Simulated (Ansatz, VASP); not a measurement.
**One calculation of ZnS, two programs**

```
Zn S
1.0
     0.00000    2.32917    2.32917
     2.32917    0.00000    2.32917
     2.32917    2.32917    0.00000
Zn S
1 1
Direct
  0.00000 0.00000 0.00000
  0.50000 0.50000 0.50000
```

Change from the starting cell: volume scaled by 0.8, LAPW.

Alike in both runs: task single point; functional PBEsol; k mesh 16 × 16 × 16; occupations fermi-dirac, width 0.05 eV; no spin polarisation.

|  | VASP | Ansatz |
| --- | --- | --- |
| version | VASP 6.6.1 | Ansatz 0.2.0 |
| potentials or method | VASP PAW PBE potentials, release 64 (Zn, S), cutoff 500 eV | all-electron LAPW, scalar-relativistic |

Ansatz gave:

| Item | Value |
| --- | --- |
| pressure (GPa) | 36.5 |

Question: Estimate VASP's values.

Answer: Pressure (GPa): 37.2.

VASP's potentials were made for PBE, not for PBEsol. Both programs put the cell under a high pressure, so it lies far from rest at this level. Ansatz ran all-electron here, and VASP with PAW potentials.
